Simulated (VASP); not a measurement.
Set up this calculation in VASP 6.6.1, as the native input.

```
Task                   : single point
Functional             : LDA
Potentials or basis    : VASP PAW LDA potentials, release 64 (Be, Te)
Cutoff                 : 520 eV
k mesh                 : 8 × 8 × 8
Occupations            : gaussian, width 0.05 eV
Spin                   : no spin polarisation
Dipole correction      : no
Further INCAR settings : ALGO = Normal; EDIFF = 1e-06; NBANDS = 11
```

The structure of BeTe lies in POSCAR:

```
BeTe
1.0
    0.0000000000      2.8808000000      2.5484000000
    2.8808000000      0.0000000000      2.5484000000
    2.8808000000      2.8808000000      0.0000000000
Be Te
1 1
Direct
    0.0000000000      0.0000000000      0.0000000000
    0.7500000000      0.7500000000      0.7500000000
```

This cell differs from its parent crystal: strain +0.040 along x and y, -0.080 along z.

One way to write it, as run:

INCAR

```
SYSTEM = BeTe
PREC     = Accurate       ! precision mode
ENCUT    = 520            ! plane-wave cutoff, eV
EDIFF    = 1E-6           ! SCF threshold, eV
ISMEAR   = 0              ! smearing method
SIGMA    = 0.05           ! smearing width, eV
LREAL    = .False.        ! projectors in reciprocal space
LASPH    = .True.         ! aspherical terms in the spheres
NELM     = 80             ! most SCF steps
ALGO     = Normal         ! electronic algorithm
ISIF     = 2              ! what is computed and relaxed
LWAVE    = .False.        ! write WAVECAR
LCHARG   = .False.        ! write CHGCAR
NBANDS   = 11             ! bands
```

KPOINTS

```
regular mesh
0
Gamma
  8 8 8
  0 0 0
```

Potentials or basis: VASP PAW LDA potentials, release 64 (Be, Te).

Command:

```sh
$ cat potpaw_LDA.64/Be/POTCAR potpaw_LDA.64/Te/POTCAR > POTCAR
$ mpirun -np 1 vasp_std > vasp.out
```

It gave:

| Item | Value |
| --- | --- |
| Pressure | 1.0 GPa |
| Band gap on the k mesh | 0.87 eV, indirect (least direct gap 3.10 eV) |

Caveat: the cell differs from its parent crystal (strain +0.040 along x and y, -0.080 along z); spin-orbit coupling is left out, which moves the levels of the heavy elements.

Wall time 27 s on 1 thread of AMD EPYC 7R43 64-Core Processor (Zen 3) (shared host), peak memory 0.13 GiB.
